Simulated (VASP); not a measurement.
# Ce (Fm-3m) in VASP: further runs

Ce is run at these levels: LDA; tasks: single point.

Program: VASP 6.6.1. These are calculated values, not measurements. Logs are shortened: lines on timing, memory, paths and dates and some standing lists are left out, and cuts for length are marked.

## Step 1: The cell of the first run

Symmetry: Fm-3m, No. 225, cubic system. The conventional cell has a = 4.522 Å, b = 4.522 Å, c = 4.522 Å, α = 90.00°, β = 90.00°, γ = 90.00°. Within 4.2 Å of Ce (site symmetry m-3m) lie 12 Ce at 3.20 Å.

## Step 2: Single point, LDA, collinear spin, ferromagnetic start

INCAR reads:

```
SYSTEM = Ce
PREC = Accurate ; ENCUT = 520
EDIFF = 1E-6 ; ISMEAR = -1
SIGMA = 0.05 ; LREAL = .FALSE.
LASPH = .TRUE. ; NELM = 150
ALGO = Normal ; ISIF = 2
LWAVE = .FALSE. ; LCHARG = .FALSE.
ISPIN = 2 ; MAGMOM = 1
LORBIT = 11 ; LMAXMIX = 6
NBANDS = 16
```

KPOINTS reads:

```
Automatic mesh
0
G
  12 12 12
  0 0 0
```

POSCAR reads:

```
Ce
1.0
    0.0000000000      2.2611878689      2.2611878689
    2.2611878689      0.0000000000      2.2611878689
    2.2611878689      2.2611878689      0.0000000000
Ce
1
Direct
    0.0000000000      0.0000000000      0.0000000000
```

Potentials or basis: VASP PAW LDA potentials, release 64 (Ce).

Launch:

```
> cat potpaw_LDA.64/Ce/POTCAR > POTCAR
> mpirun -np 1 vasp_std > vasp.out
```

OUTCAR:

```text
SYSTEM = Ce
   PREC = Accurate
   ENCUT = 520
   EDIFF = 1E-6
   ISMEAR = -1
   LREAL = .FALSE.
   LASPH = .TRUE.
   NELM = 150
   ISIF = 2
   ISPIN = 2
   LORBIT = 11

 ion  position               nearest neighbor table
   1  0.000  0.000  0.000-

  LATTYP: Found a face centered cubic cell.
 ALAT       =     4.5223757378

  Lattice vectors:

 A1 = (   0.0000000000,   2.2611878689,   2.2611878689)
 A2 = (   2.2611878689,   0.0000000000,   2.2611878689)
 A3 = (   2.2611878689,   2.2611878689,   0.0000000000)

Analysis of symmetry for initial positions (statically):
=====================================================================
 Subroutine PRICEL returns:
 Original cell was already a primitive cell.

 Routine SETGRP: Setting up the symmetry group for a
 face centered cubic supercell.

 Subroutine GETGRP returns: Found 48 space group operations
 (whereof 48 operations were pure point group operations)
 out of a pool of 48 trial point group operations.

The static configuration has the point symmetry O_h .

Analysis of symmetry for dynamics (positions and initial velocities):
=====================================================================
 Subroutine PRICEL returns:
 Original cell was already a primitive cell.

 Routine SETGRP: Setting up the symmetry group for a
 face centered cubic supercell.

 Subroutine GETGRP returns: Found 48 space group operations
 (whereof 48 operations were pure point group operations)
 out of a pool of 48 trial point group operations.

The dynamic configuration has the point symmetry O_h .

Analysis of structural, dynamic, and magnetic symmetry:
=====================================================================
 Subroutine PRICEL returns:
 Original cell was already a primitive cell.

 Routine SETGRP: Setting up the symmetry group for a
 face centered cubic supercell.

 Subroutine GETGRP returns: Found 48 space group operations
 (whereof 48 operations were pure point group operations)
 out of a pool of 48 trial point group operations.

The overall configuration has the point symmetry O_h .

 Subroutine INISYM returns: Found 48 space group operations
 (whereof 48 operations are pure point group operations),
 and found     1 'primitive' translations

----------------------------------------------------------------------------------------

                                     Primitive cell

  volume of cell :      23.1228

  direct lattice vectors                    reciprocal lattice vectors
     0.000000000  2.261187869  2.261187869    -0.221122715  0.221122715  0.221122715
     2.261187869  0.000000000  2.261187869     0.221122715 -0.221122715  0.221122715
     2.261187869  2.261187869  0.000000000     0.221122715  0.221122715 -0.221122715

  length of vectors
     3.197802551  3.197802551  3.197802551     0.382995777  0.382995777  0.382995777

  position of ions in fractional coordinates (direct lattice)
     0.000000000  0.000000000  0.000000000

  ion indices of the primitive-cell ions
   primitive index   ion index
                 1           1

----------------------------------------------------------------------------------------

 KPOINTS: Automatic mesh

Automatic generation of k-mesh.
 Grid dimensions read from file:
 generate k-points for:   12   12   12

 Generating k-lattice:

  Cartesian coordinates                     Fractional coordinates (reciprocal lattice)
    -0.018426893  0.018426893  0.018426893     0.083333333  0.000000000  0.000000000
     0.018426893 -0.018426893  0.018426893     0.000000000  0.083333333  0.000000000
     0.018426893  0.018426893 -0.018426893     0.000000000  0.000000000  0.083333333

  Length of vectors
     0.031916315  0.031916315  0.031916315

  Shift w.r.t. Gamma in fractional coordinates (k-lattice)
     0.000000000  0.000000000  0.000000000

 Subroutine IBZKPT returns following result:
 ===========================================

 Found     72 irreducible k-points:

 Following reciprocal coordinates:
            Coordinates               Weight
  0.000000  0.000000  0.000000      1.000000
  0.083333  0.000000  0.000000      8.000000
  0.166667  0.000000  0.000000      8.000000
  0.250000  0.000000  0.000000      8.000000
  0.333333  0.000000  0.000000      8.000000
  0.416667  0.000000  0.000000      8.000000
[... 16 lines left out ...]
  0.500000  0.166667  0.000000     24.000000
 -0.416667  0.166667  0.000000     24.000000
 [... further k-points ...]
   k-points           NKPTS =     72   k-points in BZ     NKDIM =     72   number of bands    NBANDS=     16
   number of dos      NEDOS =    301   number of ions     NIONS =      1
   total plane-waves  NPLWV =  13824
   dimension x,y,z NGX =    24 NGY =   24 NGZ =   24
   dimension x,y,z NGXF=    48 NGYF=   48 NGZF=   48
   ions per type =               1
   NGX,Y,Z   is equivalent  to a cutoff of  12.48, 12.48, 12.48 a.u.
   NGXF,Y,Z  is equivalent  to a cutoff of  24.95, 24.95, 24.95 a.u.
 SYSTEM =  Ce
   PREC   = accura    normal or accurate (medium, high low for compatibility)
   ISTART =      0    job   : 0-new  1-cont  2-samecut
   ICHARG =      2    charge: 1-file 2-atom 10-const
   ISPIN  =      2    spin polarized calculation?
   LNONCOLLINEAR =      F non collinear calculations
   LSORBIT =      F    spin-orbit coupling
   LASPH  =      T    aspherical Exc in radial PAW
   ENCUT  =  520.0 eV  38.22 Ry    6.18 a.u.   5.95  5.95  5.95*2*pi/ulx,y,z
   NELM   =    150;   NELMIN=  2; NELMDL= -5     # of ELM steps
   EDIFF  = 0.1E-05   stopping-criterion for ELM
   LREAL  =      F    real-space projection
   EDIFFG = 0.1E-04   stopping-criterion for IOM
   NSW    =      0    number of steps for IOM
   IBRION =     -1    ionic relax: 0-MD 1-quasi-New 2-CG
   NFREE  =      0    steps in history (QN), initial steepest desc. (CG)
   ISIF   =      2    stress and relaxation
   ISYM   =      2    0-nonsym 1-usesym 2-fastsym
   POTIM  = 0.5000    time-step for ionic-motion
   TEBEG  =    0.0;   TEEND  =   0.0 temperature during run
   PSTRESS=    0.0 pullay stress
   NELECT =      12.0000    total number of electrons
   NUPDOWN=      -1.0000    fix difference up-down
   EMIN   =  10.00;   EMAX   =-10.00  energy-range for DOS
   EFERMI =   0.00;   METHOD = LEGACY
   ISMEAR =    -1;   SIGMA  =   0.05  broadening in eV -4-tet -1-fermi 0-gaus
   EFERMI_NEDOS =   21; number of points for ismear=-14 and -15
   IALGO  =     38    algorithm
   IMIX   =      4    mixing-type and parameters
     AMIX     =   0.40;   BMIX     =  1.00
     AMIX_MAG =   1.60;   BMIX_MAG =  1.00
  volume/ion in A,a.u.               =      23.12       156.04
  Fermi-wavevector in a.u.,A,eV,Ry     =   1.315594  2.486112 23.548800  1.730788
  Thomas-Fermi vector in A             =   2.445766
   LORBIT       =     11    0 simple, 1 ext, 2 COOP (PROOUT), +10 PAW based schemes
   GGA     = CA    functional components
   LHFCALC =     F    Hartree Fock is set to
   AEXX    =    0.0000 exact exchange contribution
   IVDW    =     0    specifies the selected vdW correction
   LEPSILON=     F    determine dielectric tensor
   LRPA    =     F    only Hartree local field effects (RPA)
 spin polarized calculation
  energy-cutoff  :      520.00
  volume of cell :       23.12
 maximum number of plane-waves:       636
   NGX = 11   NGY = 11   NGZ = 11

 number of electron      12.0000000 magnetization       0.0002590

 number of electron      12.0000000 magnetization      -0.0003538

 Free energy of the ion-electron system (eV)
  ---------------------------------------------------
  ext. energy  EPLUGINS =         0.00000000
  ---------------------------------------------------
  free energy    TOTEN  =        -6.91055388 eV

  energy without entropy =       -6.89212633  energy(sigma->0) =       -6.90134010

 E-fermi :  10.7388     XC(G=0): -12.1690

 val. band max:       10.7181887182   @ k =  -0.2500   0.4167   0.1667
 cond. band min:      10.7417416145   @ k =   0.2500   0.0833   0.0000
 fundamental gap:      0.0235528963
 Fermi energy:        10.7388158702

 spin component 1

 k-point     1 :       0.0000    0.0000    0.0000
  band No.  band energies     occupation
      1     -24.1057      1.00000
      2      -4.5746      1.00000
      3      -4.5746      1.00000
      4      -4.5746      1.00000
      5       8.3224      1.00000
      6      10.3515      0.99957
[... 8 lines left out ...]
     15      12.4134      0.00000
     16      16.4288      0.00000
[... 419 lines left out ...]
 k-point    24 :      -0.4167    0.1667    0.0000
  band No.  band energies     occupation
      1     -23.1728      1.00000
      2      -8.2770      1.00000
      3      -5.9552      1.00000
      4      -5.2522      1.00000
      5       9.2992      1.00000
      6      10.0756      1.00000
[... 8 lines left out ...]
     15      15.0706      0.00000
     16      18.9622      0.00000

 [... further k-points ...]

 spin component 2

 k-point     1 :       0.0000    0.0000    0.0000
  band No.  band energies     occupation
      1     -24.1059      1.00000
      2      -4.5749      1.00000
      3      -4.5749      1.00000
      4      -4.5749      1.00000
      5       8.3225      1.00000
      6      10.3516      0.99957
[... 8 lines left out ...]
     15      12.4134      0.00000
     16      16.4287      0.00000
[... 419 lines left out ...]
 k-point    24 :      -0.4167    0.1667    0.0000
  band No.  band energies     occupation
      1     -23.1731      1.00000
      2      -8.2773      1.00000
      3      -5.9554      1.00000
      4      -5.2525      1.00000
      5       9.2993      1.00000
      6      10.0756      1.00000
[... 8 lines left out ...]
     15      15.0705      0.00000
     16      18.9620      0.00000

 [... further k-points ...]

------------------------ aborting loop because EDIFF is reached ----------------------------------------

  FORCE on cell =-STRESS in cart. coord.  units (eV):
  Direction    XX          YY          ZZ          XY          YZ          ZX
  --------------------------------------------------------------------------------------
  -------------------------------------------------------------------------------------
  Total       -0.0741972     -0.0741972     -0.0741972      0.0000000      0.0000000      0.0000000
  in kB       -5.1411267     -5.1411267     -5.1411267      0.0000000      0.0000000      0.0000000
  external PRESSURE =      -5.1411267 kB  Pullay stress =       0.0000000 kB

 VOLUME and BASIS-vectors are now :
 -----------------------------------------------------------------------------
  energy-cutoff  :      520.00
  volume of cell :       23.12
      direct lattice vectors                 reciprocal lattice vectors
     0.000000000  2.261187869  2.261187869    -0.221122715  0.221122715  0.221122715
     2.261187869  0.000000000  2.261187869     0.221122715 -0.221122715  0.221122715
     2.261187869  2.261187869  0.000000000     0.221122715  0.221122715 -0.221122715

 POSITION                                       TOTAL-FORCE (eV/Angst)
 -----------------------------------------------------------------------------------
      0.00000      0.00000      0.00000        -0.000000      0.000000     -0.000000
 -----------------------------------------------------------------------------------
    total drift:                                0.000000     -0.000000      0.000000

  FREE ENERGIE OF THE ION-ELECTRON SYSTEM (eV)
  ---------------------------------------------------
  free  energy   TOTEN  =        -6.9105538794 eV

  energy  without entropy=       -6.8921263262  energy(sigma->0) =       -6.90134010

 total charge

# of ion       s       p       d       f       tot
--------------------------------------------------
    1        2.088   5.534   1.402   1.126  10.150

 magnetization (x)

# of ion       s       p       d       f       tot
--------------------------------------------------
    1       -0.000  -0.000  -0.000   0.000   0.000
```

It took 35 s on 1 thread of Intel Xeon 6975P-C, shared host; peak memory 0.17 GiB.

Results:

```
Free energy                                           : -6.9106 eV
Pressure                                              : -0.5 GPa
Band gap on the k mesh                                : zero (filled and empty bands overlap)
Net moment                                            : 0.00 μB per cell
Valence electrons inside the program's atomic spheres : Ce 10.15
```

Caveat: the magnetic or orbital state may not be the lowest; spin-orbit coupling is left out, which moves the levels of the heavy elements. The state reached can hang on the start; a lower one may exist.

[end of part 1 of 2]
